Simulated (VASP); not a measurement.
# SiC (Fm-3m) in VASP: a series of runs, part 2 of 2

VASP 6.6.1. Earlier steps stand in the parts before.

## 4. Single point, PBEsol (volume scaled by 0.760)

Contents of INCAR:

```
PREC = Accurate ; ENCUT = 520
EDIFF = 1E-6 ; ISMEAR = 0
SIGMA = 0.05 ; LREAL = F
LASPH = T ; NELM = 60
ALGO = Normal ; ISIF = 2
LWAVE = F ; LCHARG = F
GGA = PS ; NBANDS = 11
```

Contents of KPOINTS:

```
regular mesh
0
Gamma
  20 20 20
```

Contents of POSCAR:

```
SiC
1.0
    0.0000000000      1.8407408070      1.8407408070
    1.8407408070      0.0000000000      1.8407408070
    1.8407408070      1.8407408070      0.0000000000
C Si
1 1
Direct
    0.0000000000      0.0000000000      0.0000000000
    0.5000000000      0.5000000000      0.5000000000
```

Potentials or basis: VASP PAW PBE potentials, release 64 (C, Si).

Run with:

```console
cat potpaw_PBE.64/C/POTCAR potpaw_PBE.64/Si/POTCAR > POTCAR
mpirun -np 1 vasp_std > vasp.out
```

OUTCAR:

```text
PREC = Accurate
   ENCUT = 520
   EDIFF = 1E-6
   ISMEAR = 0
   LREAL = F
   LASPH = T
   NELM = 60
   ISIF = 2
   GGA = PS

 ion  position               nearest neighbor table
   1  0.000  0.000  0.000-   2 1.84   2 1.84   2 1.84   2 1.84   2 1.84   2 1.84
   2  0.500  0.500  0.500-   1 1.84   1 1.84   1 1.84   1 1.84   1 1.84   1 1.84

  LATTYP: Found a face centered cubic cell.
 ALAT       =     3.6814816140

  Lattice vectors:

 A1 = (   0.0000000000,   1.8407408070,   1.8407408070)
 A2 = (   1.8407408070,   0.0000000000,   1.8407408070)
 A3 = (   1.8407408070,   1.8407408070,   0.0000000000)

Analysis of symmetry for initial positions (statically):
=====================================================================
 Subroutine PRICEL returns:
 Original cell was already a primitive cell.

 Routine SETGRP: Setting up the symmetry group for a
 face centered cubic supercell.

 Subroutine GETGRP returns: Found 48 space group operations
 (whereof 48 operations were pure point group operations)
 out of a pool of 48 trial point group operations.

The static configuration has the point symmetry O_h .

Analysis of symmetry for dynamics (positions and initial velocities):
=====================================================================
 Subroutine PRICEL returns:
 Original cell was already a primitive cell.

 Routine SETGRP: Setting up the symmetry group for a
 face centered cubic supercell.

 Subroutine GETGRP returns: Found 48 space group operations
 (whereof 48 operations were pure point group operations)
 out of a pool of 48 trial point group operations.

The dynamic configuration has the point symmetry O_h .

 Subroutine INISYM returns: Found 48 space group operations
 (whereof 48 operations are pure point group operations),
 and found     1 'primitive' translations

----------------------------------------------------------------------------------------

[... 118 lines left out ...]
   LHFCALC =     F    Hartree Fock is set to
   AEXX    =    0.0000 exact exchange contribution
   IVDW    =     0    specifies the selected vdW correction
   LEPSILON=     F    determine dielectric tensor
   LRPA    =     F    only Hartree local field effects (RPA)
 non-spin polarized calculation
 Gauss-broadening in eV      SIGMA  =   0.05
  energy-cutoff  :      520.00
  volume of cell :       12.47
 maximum number of plane-waves:       344
   NGX =  9   NGY =  9   NGZ =  9

 number of electron       8.0000002 magnetization

 Free energy of the ion-electron system (eV)
  ---------------------------------------------------
  ext. energy  EPLUGINS =         0.00000000
  ---------------------------------------------------
  free energy    TOTEN  =       -13.34124489 eV

  energy without entropy =      -13.34124489  energy(sigma->0) =      -13.34124489

 E-fermi :  17.5991     XC(G=0): -14.1143

 val. band max:       17.2666767462   @ k =   0.0000   0.0000   0.0000
 cond. band min:      18.1821219842   @ k =   0.5000   0.5000   0.0000
 fundamental gap:      0.9154452381
 Fermi energy:        17.5990760097

 k-point     1 :       0.0000    0.0000    0.0000
  band No.  band energies     occupation
      1      -4.8665      2.00000
      2      17.2667      2.00000
      3      17.2667      2.00000
      4      17.2667      2.00000
      5      26.1639      0.00000
      6      26.1639      0.00000
      7      26.1639      0.00000
      8      30.5818      0.00000
      9      32.5911      0.00000
     10      32.5911      0.00000
     11      33.0854      0.00000
[... 309 lines left out ...]
 k-point    24 :      -0.3500    0.0500    0.0000
  band No.  band energies     occupation
      1      -0.9422      2.00000
      2       6.6133      2.00000
      3      14.9062      2.00000
      4      15.7181      2.00000
      5      24.4481      0.00000
      6      24.6343      0.00000
      7      25.2638      0.00000
      8      31.2240      0.00000
      9      33.6844      0.00000
     10      34.0999      0.00000
     11      36.1043      0.00000

 [... further k-points ...]

------------------------ aborting loop because EDIFF is reached ----------------------------------------

  FORCE on cell =-STRESS in cart. coord.  units (eV):
  Direction    XX          YY          ZZ          XY          YZ          ZX
  --------------------------------------------------------------------------------------
  -------------------------------------------------------------------------------------
  Total       10.0826502     10.0826502     10.0826502     -0.0000000     -0.0000000      0.0000000
  in kB     1295.0226565   1295.0226565   1295.0226565     -0.0000000     -0.0000000      0.0000000
  external PRESSURE =    1295.0226565 kB  Pullay stress =       0.0000000 kB

 VOLUME and BASIS-vectors are now :
 -----------------------------------------------------------------------------
  energy-cutoff  :      520.00
  volume of cell :       12.47
      direct lattice vectors                 reciprocal lattice vectors
     0.000000000  1.840740807  1.840740807    -0.271629769  0.271629769  0.271629769
     1.840740807  0.000000000  1.840740807     0.271629769 -0.271629769  0.271629769
     1.840740807  1.840740807  0.000000000     0.271629769  0.271629769 -0.271629769

 POSITION                                       TOTAL-FORCE (eV/Angst)
 -----------------------------------------------------------------------------------
      0.00000      0.00000      0.00000         0.000000     -0.000000      0.000000
      1.84074      1.84074      1.84074        -0.000000      0.000000     -0.000000
 -----------------------------------------------------------------------------------
    total drift:                                0.000000     -0.000000     -0.000000

  FREE ENERGIE OF THE ION-ELECTRON SYSTEM (eV)
  ---------------------------------------------------
  free  energy   TOTEN  =       -13.3412448910 eV

  energy  without entropy=      -13.3412448910  energy(sigma->0) =      -13.34124489
```

OSZICAR:

```text
N       E                     dE             d eps       ncg     rms          rms(c)
DAV:   1     0.352899988470E+01    0.35290E+01   -0.45434E+03  5715   0.702E+02
DAV:   2    -0.147951444404E+02   -0.18324E+02   -0.17376E+02  7189   0.113E+02
DAV:   3    -0.152144147365E+02   -0.41927E+00   -0.41851E+00  6739   0.131E+01
DAV:   4    -0.152150406847E+02   -0.62595E-03   -0.62592E-03  6215   0.629E-01
DAV:   5    -0.152150415534E+02   -0.86873E-06   -0.86865E-06  6720   0.218E-02    0.122E+01
DAV:   6    -0.134821093114E+02    0.17329E+01   -0.40715E+00  6007   0.107E+01    0.611E+00
DAV:   7    -0.133480842964E+02    0.13403E+00   -0.66018E-01  6536   0.473E+00    0.193E+00
DAV:   8    -0.133419431836E+02    0.61411E-02   -0.79859E-03  5946   0.669E-01    0.484E-01
DAV:   9    -0.133412453160E+02    0.69787E-03   -0.45819E-04  6379   0.163E-01    0.179E-01
DAV:  10    -0.133412448910E+02    0.42500E-06   -0.80456E-06  6483   0.230E-02
   1 F= -.13341245E+02 E0= -.13341245E+02  d E =-.751001E-24
```

stdout:

```text
POSCAR found type information on POSCAR C Si
 POSCAR found :  2 types and       2 ions
 scaLAPACK will be used
 -----------------------------------------------------------------------------
|                                                                             |
|                                                                             |
|     You enforced a specific xc type in the INCAR file but a different       |
|     I HOPE YOU KNOW WHAT YOU ARE DOING!                                     |
|                                                                             |
 -----------------------------------------------------------------------------

 LDA part: xc-table for (Slater+PW92), standard interpolation
 POSCAR, INCAR and KPOINTS ok, starting setup
 FFT: planning ... GRIDC
 FFT: planning ... GRID_SOFT
 FFT: planning ... GRID
 WAVECAR not read
 entering main loop
```

Run time: 21 s. Hardware: 1 thread of Intel Xeon 6975P-C, shared host; peak memory 0.14 GiB.

What came out:

```yaml
Free_energy: -13.3412 eV
Pressure: 129.5 GPa
Band_gap_on_the_k_mesh: 0.92 eV, indirect (least direct gap 6.48 eV)
```

Caveat: the PAW data sets were made with another functional, which shifts forces and pressure a little. A k mesh can miss the band edges.

## 5. The runs side by side

```csv
cell,k mesh,gap on the mesh (eV),pressure (GPa)
"a = 2.557 Å, angles 60.0°, 2 atoms",20 × 20 × 20,0.58,172.5
"a = 2.853 Å, angles 60.0°, 2 atoms",18 × 18 × 18,none,0.6
"a = 2.603 Å, angles 60.0°, 2 atoms",20 × 20 × 20,0.92,129.5
```

Alike in all rows: task single point; level PBEsol; potentials or basis VASP PAW PBE potentials, release 64 (C, Si); no spin polarisation; cutoff (eV) 520; smearing gaussian 0.05 eV.

Caveats: the PAW data sets were made with another functional, which shifts forces and pressure a little.

Total energies depend on the potentials used, so only differences within one code and one set of settings carry meaning.
